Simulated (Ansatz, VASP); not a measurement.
**Te2Mo in VASP and in Ansatz**

File INCAR:

```
SYSTEM = Te2Mo
PREC = Accurate
ENCUT = 520
EDIFF = 1E-6
ISMEAR = -1
SIGMA = 0.05
LREAL = .FALSE.
LASPH = .TRUE.
NELM = 60
ALGO = Normal
ISIF = 2
LWAVE = .FALSE.
LCHARG = .TRUE.
GGA = RE
IVDW = 13
LELF = .TRUE.
LVHAR = .TRUE.
NBANDS = 35
```

File KPOINTS:

```
regular mesh
0
G
  4 8 1
  0 0 0
```

File POSCAR:

```
Te2Mo
1.0
    6.3616090156      0.0000000000      0.0000000000
    0.0000000000      3.4804030600      0.0000000000
   -0.0857412231      0.0000000000     36.1758904685
Te Mo
4 2
Direct
    0.4292511000      0.7500000000      0.5407035800
    0.5707489000      0.2500000000      0.4592964200
    0.9208478700      0.2500000000      0.5565273200
    0.0791521300      0.7500000000      0.4434726800
    0.1813475600      0.2500000000      0.4974653700
    0.8186524400      0.7500000000      0.5025346300
```

Contents of input.yaml:

```yaml
crystal:
  lattice:
    - [6.3616090156, 0.0, 0.0]
    - [0.0, 3.48040306, 0.0]
    - [-0.0857412231, 0.0, 36.1758904685]
  atoms:
    - { symbol: Te, position: [0.4292511, 0.75, 0.54070358] }
    - { symbol: Te, position: [0.5707489, 0.25, 0.45929642] }
    - { symbol: Te, position: [0.92084787, 0.25, 0.55652732] }
    - { symbol: Te, position: [0.07915213, 0.75, 0.44347268] }
    - { symbol: Mo, position: [0.18134756, 0.25, 0.49746537] }
    - { symbol: Mo, position: [0.81865244, 0.75, 0.50253463] }
hamiltonian:
  xc: revpbe
  pseudopotentials: { kind: paw }
  dispersion: d4
kpoints:
  mp_grid: { grid: [4, 8, 1] }
scf:
  occupations: { method: fermi_dirac, width: 0.05 }
output:
  forces: true
  stress: true
  eigenvalues: true
```

Alike in both runs: task single point; functional revPBE; dispersion D4; k mesh 4 × 8 × 1; occupations fermi-dirac, width 0.05 eV; no spin polarisation.

|  | VASP | Ansatz |
| --- | --- | --- |
| version | VASP 6.6.1 | Ansatz 0.2.0 |
| potentials or method | VASP PAW PBE potentials, release 64 (Te, Mo_sv) | Ansatz PAW |
| plane-wave cutoff (eV) | 520 | 420 |
| valence electrons in the cell | 52 | 92 |

```tsv
	VASP	Ansatz	Ansatz less VASP
gap on the k mesh at the Fermi level (eV)	none	none	-
rms of the force components (eV/Å)	0.054	0.054	-0.0005
```

VASP's potentials were made for PBE, not for revPBE. Atom by atom the forces differ by 0.004 eV/Å (rms over components). A gap of «none» marks a metal or a gap that the smearing closes. VASP's potentials hold 52 valence electrons a cell and Ansatz's 92, so a difference there can come from the potentials and not from the codes.

Neither program's run includes spin-orbit coupling.
